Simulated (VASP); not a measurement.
# MgTe (P6_3mc) in VASP: single point with HSE06

Aim: the single point of MgTe with HSE06.

Everything below comes from runs of VASP 6.6.1. Logs are shortened: lines on timing, memory, paths and dates and some standing lists are left out, and cuts for length are marked.

### Step 1. The cell of the first run

Symmetry: P6_3mc, No. 186, hexagonal system. Conventional cell: a = 4.578 Å, b = 4.578 Å, c = 7.455 Å, α = 90.00°, β = 90.00°, γ = 120.00°. Within 3.7 Å of Mg (site symmetry 3m) lie 4 Te at 2.80 Å. Te (site symmetry 3m) has 4 Mg at 2.80 Å within 3.7 Å.

### Step 2. Single point, HSE06

Input file POSCAR:

```
MgTe
1.0
    4.5776356408      0.0000000000      0.0000000000
   -2.2888178204      3.9643487542      0.0000000000
    0.0000000000      0.0000000000      7.4550892847
Mg Te
2 2
Direct
    0.3333333333      0.6666666667     -0.0006080512
    0.6666666667      0.3333333333      0.4993919488
    0.3333333333      0.6666666667      0.3756080512
    0.6666666667      0.3333333333      0.8756080512
```

Input file INCAR.step1:

```
SYSTEM = MgTe
PREC = Accurate
ENCUT = 520
EDIFF = 1E-5
ISMEAR = 0
SIGMA = 0.01
LREAL = .False.
LASPH = .True.
NELM = 120
ALGO = Normal
ISIF = 2
LWAVE = .True.
LCHARG = .False.
NBANDS = 16
GGA = PE
GGA_COMPAT = .False.
```

Input file INCAR.step2:

```
SYSTEM = MgTe
PREC = Accurate
ENCUT = 520
EDIFF = 1E-6
ISMEAR = 0
SIGMA = 0.01
LREAL = .False.
LASPH = .True.
NELM = 120
ALGO = Normal
ISIF = 2
LWAVE = .False.
LCHARG = .False.
GGA = PE
LHFCALC = .True.
HFSCREEN = 0.2079
PRECFOCK = Normal
NBANDS = 16
ISTART = 1
GGA_COMPAT = .False.
```

Input file KPOINTS:

```
Automatic mesh
0
Gamma
  6 6 2
  0 0 0
```

Potentials or basis: VASP PAW PBE potentials, release 64 (Mg, Te).

Run with:

```sh
cat potpaw_PBE.64/Mg/POTCAR potpaw_PBE.64/Te/POTCAR > POTCAR
cp INCAR.step1 INCAR
mpirun -np 1 vasp_std > vasp.out
cp INCAR.step2 INCAR
mpirun -np 1 vasp_std > vasp.out
```

OUTCAR:

```text
SYSTEM = MgTe
   PREC = Accurate
   ENCUT = 520
   EDIFF = 1E-6
   ISMEAR = 0
   LREAL = .False.
   LASPH = .True.
   NELM = 120
   ISIF = 2
   GGA = PE
   LHFCALC = .True.
   HFSCREEN = 0.2079
   PRECFOCK = Normal
   ISTART = 1

 ion  position               nearest neighbor table
   1  0.333  0.667  0.999-   4 2.80   4 2.80   4 2.80   3 2.80
   2  0.667  0.333  0.499-   3 2.80   3 2.80   3 2.80   4 2.80
   3  0.333  0.667  0.376-   2 2.80   2 2.80   2 2.80   1 2.80
   4  0.667  0.333  0.876-   1 2.80   1 2.80   1 2.80   2 2.80

  LATTYP: Found a hexagonal cell.
 ALAT       =     4.5776356408
 C/A-ratio  =     1.6285894880

  Lattice vectors:

 A1 = (   4.5776356408,   0.0000000000,   0.0000000000)
 A2 = (  -2.2888178204,   3.9643487542,   0.0000000000)
 A3 = (   0.0000000000,   0.0000000000,   7.4550892847)

Analysis of symmetry for initial positions (statically):
=====================================================================
 Subroutine PRICEL returns:
 Original cell was already a primitive cell.

 Routine SETGRP: Setting up the symmetry group for a
 hexagonal supercell.

 Subroutine GETGRP returns: Found 12 space group operations
 (whereof  6 operations were pure point group operations)
 out of a pool of 24 trial point group operations.

The static configuration has the point symmetry C_3v.
 The point group associated with its full space group is C_6v.

Analysis of symmetry for dynamics (positions and initial velocities):
=====================================================================
 Subroutine PRICEL returns:
 Original cell was already a primitive cell.

 Routine SETGRP: Setting up the symmetry group for a
 hexagonal supercell.

 Subroutine GETGRP returns: Found 12 space group operations
 (whereof  6 operations were pure point group operations)
 out of a pool of 24 trial point group operations.

The dynamic configuration has the point symmetry C_3v.
 The point group associated with its full space group is C_6v.

 Subroutine INISYM returns: Found 12 space group operations
 (whereof  6 operations are pure point group operations),
 and found     1 'primitive' translations

----------------------------------------------------------------------------------------

                                     Primitive cell

  volume of cell :     135.2901

  direct lattice vectors                    reciprocal lattice vectors
     4.577635641  0.000000000  0.000000000     0.218453385  0.126124121  0.000000000
    -2.288817820  3.964348754  0.000000000     0.000000000  0.252248241  0.000000000
     0.000000000  0.000000000  7.455089285     0.000000000  0.000000000  0.134136556

  length of vectors
     4.577635641  4.577635641  7.455089285     0.252248241  0.252248241  0.134136556

  position of ions in fractional coordinates (direct lattice)
     0.333333333  0.666666667  0.999391949
     0.666666667  0.333333333  0.499391949
     0.333333333  0.666666667  0.375608051
     0.666666667  0.333333333  0.875608051

  ion indices of the primitive-cell ions
   primitive index   ion index
                 1           1
                 2           2
                 3           3
                 4           4

----------------------------------------------------------------------------------------

 KPOINTS: Automatic mesh

Automatic generation of k-mesh.
 Grid dimensions read from file:
 generate k-points for:    6    6    2

 Generating k-lattice:

  Cartesian coordinates                     Fractional coordinates (reciprocal lattice)
     0.036408897  0.021020687  0.000000000     0.166666667 -0.000000000  0.000000000
     0.000000000  0.042041374  0.000000000     0.000000000  0.166666667  0.000000000
     0.000000000  0.000000000  0.067068278     0.000000000  0.000000000  0.500000000

  Length of vectors
     0.042041374  0.042041374  0.067068278

  Shift w.r.t. Gamma in fractional coordinates (k-lattice)
     0.000000000  0.000000000  0.000000000

 Subroutine IBZKPT returns following result:
 ===========================================

 Found     14 irreducible k-points:

 Following reciprocal coordinates:
            Coordinates               Weight
  0.000000  0.000000  0.000000      1.000000
  0.166667  0.000000  0.000000      6.000000
  0.333333  0.000000  0.000000      6.000000
  0.500000 -0.000000  0.000000      3.000000
  0.166667  0.166667  0.000000      6.000000
  0.333333  0.166667  0.000000     12.000000
  0.333333  0.333333  0.000000      2.000000
  0.000000  0.000000  0.500000      1.000000
  0.166667  0.000000  0.500000      6.000000
  0.333333  0.000000  0.500000      6.000000
  0.500000 -0.000000  0.500000      3.000000
  0.166667  0.166667  0.500000      6.000000
  0.333333  0.166667  0.500000     12.000000
  0.333333  0.333333  0.500000      2.000000
   k-points           NKPTS =     14   k-points in BZ     NKDIM =     72   number of bands    NBANDS=     16
   number of dos      NEDOS =    301   number of ions     NIONS =      4
   total plane-waves  NPLWV =  72576
   dimension x,y,z NGX =    36 NGY =   36 NGZ =   56
   dimension x,y,z NGXF=    72 NGYF=   72 NGZF=  112
   ions per type =               2   2
   NGX,Y,Z   is equivalent  to a cutoff of  13.07, 13.07, 12.49 a.u.
   NGXF,Y,Z  is equivalent  to a cutoff of  26.15, 26.15, 24.98 a.u.
 SYSTEM =  MgTe
   PREC   = accura    normal or accurate (medium, high low for compatibility)
   ISTART =      1    job   : 0-new  1-cont  2-samecut
   ICHARG =      0    charge: 1-file 2-atom 10-const
   ISPIN  =      1    spin polarized calculation?
   LNONCOLLINEAR =      F non collinear calculations
   LSORBIT =      F    spin-orbit coupling
   LASPH  =      T    aspherical Exc in radial PAW
   ENCUT  =  520.0 eV  38.22 Ry    6.18 a.u.   8.51  8.51 13.86*2*pi/ulx,y,z
   NELM   =    120;   NELMIN=  2; NELMDL=  0     # of ELM steps
   EDIFF  = 0.1E-05   stopping-criterion for ELM
   LREAL  =      F    real-space projection
   EDIFFG = 0.1E-04   stopping-criterion for IOM
   NSW    =      0    number of steps for IOM
   IBRION =     -1    ionic relax: 0-MD 1-quasi-New 2-CG
   NFREE  =      0    steps in history (QN), initial steepest desc. (CG)
   ISIF   =      2    stress and relaxation
   ISYM   =      3    0-nonsym 1-usesym 2-fastsym
   POTIM  = 0.5000    time-step for ionic-motion
   TEBEG  =    0.0;   TEEND  =   0.0 temperature during run
   PSTRESS=    0.0 pullay stress
   NELECT =      16.0000    total number of electrons
   NUPDOWN=      -1.0000    fix difference up-down
   EMIN   =  10.00;   EMAX   =-10.00  energy-range for DOS
   EFERMI =   0.00;   METHOD = LEGACY
   ISMEAR =     0;   SIGMA  =   0.01  broadening in eV -4-tet -1-fermi 0-gaus
   EFERMI_NEDOS =   21; number of points for ismear=-14 and -15
   IALGO  =     38    algorithm
   IMIX   =      1    mixing-type and parameters
     AMIX     =   0.40;   BMIX     =  1.00
     AMIX_MAG =   1.60;   BMIX_MAG =  1.00
  volume/ion in A,a.u.               =      33.82       228.25
  Fermi-wavevector in a.u.,A,eV,Ry     =   0.803575  1.518536  8.785718  0.645732
  Thomas-Fermi vector in A             =   1.911468
   LORBIT       =      0    0 simple, 1 ext, 2 COOP (PROOUT), +10 PAW based schemes
   GGA     = PE    functional components
   LHFCALC =     T    Hartree Fock is set to
   PRECFOCK=normal    Normal, Fast or Accurate (Low or Medium for compatibility)
   ENCUT4O =  -1.0   cutoff for four orbital integrals eV
   NKREDX  =     1    reduce k-point grid by
   NKREDY  =     1    reduce k-point grid by
   NKREDZ  =     1    reduce k-point grid by
   AEXX    =    0.2500 exact exchange contribution
   HFSCREEN=    0.2079 screening length (either q_TF or 0.3 A-1)
   HFSCREENC=   0.2079 screening length for correlation (either q_TF or 0.3 A-1)
   ENCUTFOCK=  -1.0 apply spherical cutoff to Coloumb kernel
   IVDW    =     0    specifies the selected vdW correction
   LEPSILON=     F    determine dielectric tensor
   LRPA    =     F    only Hartree local field effects (RPA)
 non-spin polarized calculation
 Gauss-broadening in eV      SIGMA  =   0.01
  energy-cutoff  :      520.00
  volume of cell :      135.29
 maximum number of plane-waves:      3670
 NGX is ok and might be reduce to    36
  NGX = 28; NGY = 28; NGZ = 42

 number of electron      16.0000001 magnetization

 Free energy of the ion-electron system (eV)
  ---------------------------------------------------
  ext. energy  EPLUGINS =         0.00000000
  ---------------------------------------------------
  free energy    TOTEN  =       -15.12138356 eV

  energy without entropy =      -15.12138356  energy(sigma->0) =      -15.12138356

 E-fermi :   1.3787     XC(G=0):  -6.5884

 val. band max:        1.3219473008   @ k =   0.0000   0.0000   0.0000
 cond. band min:       4.5282135995   @ k =   0.0000   0.0000   0.0000
 fundamental gap:      3.2062662987
 Fermi energy:         1.3787497709

 k-point     1 :       0.0000    0.0000    0.0000
  band No.  band energies     occupation
      1      -9.8086      2.00000
      2      -9.1300      2.00000
      3      -2.1859      2.00000
      4       0.7959      2.00000
      5       0.7959      2.00000
      6       1.3210      2.00000
[... 8 lines left out ...]
     15       8.5269      0.00000
     16       9.5190      0.00000

 k-point     2 :       0.1667    0.0000    0.0000
  band No.  band energies     occupation
      1      -9.6784      2.00000
      2      -9.0590      2.00000
      3      -1.9974      2.00000
      4      -0.0910      2.00000
      5       0.3572      2.00000
      6       0.5510      2.00000
[... 8 lines left out ...]
     15       8.5576      0.00000
     16       9.0899      0.00000

 k-point     3 :       0.3333    0.0000    0.0000
  band No.  band energies     occupation
      1      -9.3659      2.00000
      2      -8.9340      2.00000
      3      -1.7067      2.00000
      4      -1.1307      2.00000
      5      -0.8703      2.00000
      6       0.1653      2.00000
[... 8 lines left out ...]
     15       9.2525      0.00000
     16      10.2375      0.00000

 k-point     4 :       0.5000   -0.0000    0.0000
  band No.  band energies     occupation
      1      -9.1491      2.00000
      2      -8.9112      2.00000
      3      -1.9918      2.00000
      4      -1.4872      2.00000
      5      -0.7811      2.00000
      6       0.0029      2.00000
[... 8 lines left out ...]
     15       9.3940      0.00000
     16      10.7218      0.00000

 k-point     5 :       0.1667    0.1667    0.0000
  band No.  band energies     occupation
      1      -9.4543      2.00000
      2      -8.9604      2.00000
      3      -1.7000      2.00000
      4      -0.7523      2.00000
      5      -0.7154      2.00000
      6       0.1456      2.00000
[... 8 lines left out ...]
     15       8.9186      0.00000
     16       9.5420      0.00000

 k-point     6 :       0.3333    0.1667    0.0000
  band No.  band energies     occupation
      1      -9.1584      2.00000
      2      -8.9047      2.00000
      3      -1.7417      2.00000
      4      -1.3568      2.00000
      5      -0.7797      2.00000
      6      -0.4180      2.00000
[... 8 lines left out ...]
     15       9.2627      0.00000
     16       9.9470      0.00000
[... 77 lines left out ...]
 k-point    11 :       0.5000   -0.0000    0.5000
  band No.  band energies     occupation
      1      -9.0291      2.00000
      2      -9.0291      2.00000
      3      -2.0887      2.00000
      4      -2.0887      2.00000
      5       0.3685      2.00000
      6       0.3685      2.00000
[... 8 lines left out ...]
     15      10.1811      0.00000
     16      10.1811      0.00000

 k-point    12 :       0.1667    0.1667    0.5000
  band No.  band energies     occupation
      1      -9.2211      2.00000
      2      -9.2211      2.00000
      3      -1.3734      2.00000
      4      -1.3734      2.00000
      5       0.2095      2.00000
      6       0.2095      2.00000
[... 8 lines left out ...]
     15       9.1124      0.00000
     16       9.1124      0.00000

 k-point    13 :       0.3333    0.1667    0.5000
  band No.  band energies     occupation
      1      -9.0312      2.00000
      2      -9.0312      2.00000
      3      -1.8991      2.00000
      4      -1.8991      2.00000
      5      -0.2033      2.00000
      6      -0.2033      2.00000
[... 8 lines left out ...]
     15       9.7462      0.00000
     16       9.7462      0.00000

 k-point    14 :       0.3333    0.3333    0.5000
  band No.  band energies     occupation
      1      -8.9650      2.00000
      2      -8.9650      2.00000
      3      -1.8573      2.00000
      4      -1.8573      2.00000
      5      -0.7388      2.00000
      6      -0.7388      2.00000
[... 8 lines left out ...]
     15       9.6351      0.00000
     16       9.6351      0.00000

------------------------ aborting loop because EDIFF is reached ----------------------------------------

  FORCE on cell =-STRESS in cart. coord.  units (eV):
  Direction    XX          YY          ZZ          XY          YZ          ZX
  --------------------------------------------------------------------------------------
  -------------------------------------------------------------------------------------
  Total       -0.1959555     -0.1959555     -0.2167009      0.0000000      0.0000000      0.0000000
  in kB       -2.3206095     -2.3206095     -2.5662877      0.0000000      0.0000000      0.0000000
  external PRESSURE =      -2.4025023 kB  Pullay stress =       0.0000000 kB

 VOLUME and BASIS-vectors are now :
 -----------------------------------------------------------------------------
  energy-cutoff  :      520.00
  volume of cell :      135.29
      direct lattice vectors                 reciprocal lattice vectors
     4.577635641  0.000000000  0.000000000     0.218453385  0.126124121  0.000000000
    -2.288817820  3.964348754  0.000000000     0.000000000  0.252248241  0.000000000
     0.000000000  0.000000000  7.455089285     0.000000000  0.000000000  0.134136556

 POSITION                                       TOTAL-FORCE (eV/Angst)
 -----------------------------------------------------------------------------------
     -0.00000      2.64290      7.45056         0.000000     -0.000000     -0.001816
      2.28882      1.32145      3.72301        -0.000000      0.000000     -0.001816
     -0.00000      2.64290      2.80019        -0.000000     -0.000000      0.001816
      2.28882      1.32145      6.52774         0.000000     -0.000000      0.001816
 -----------------------------------------------------------------------------------
    total drift:                               -0.000000     -0.000000      0.000527

  FREE ENERGIE OF THE ION-ELECTRON SYSTEM (eV)
  ---------------------------------------------------
  free  energy   TOTEN  =       -15.1213835631 eV

  energy  without entropy=      -15.1213835631  energy(sigma->0) =      -15.12138356
```

It took 34 min on 1 thread of AMD EPYC 7R43 (Zen 3), shared host; peak memory 0.35 GiB.

Results:

* Free energy: -15.1214 eV
* Pressure: -0.2 GPa
* Band gap on the k mesh: 3.21 eV

Caveat: the k points lie up to 0.42 Å⁻¹ apart; the PAW data sets were made with another functional, which shifts forces and pressure a little; spin-orbit coupling is left out, which moves the levels of the heavy elements.
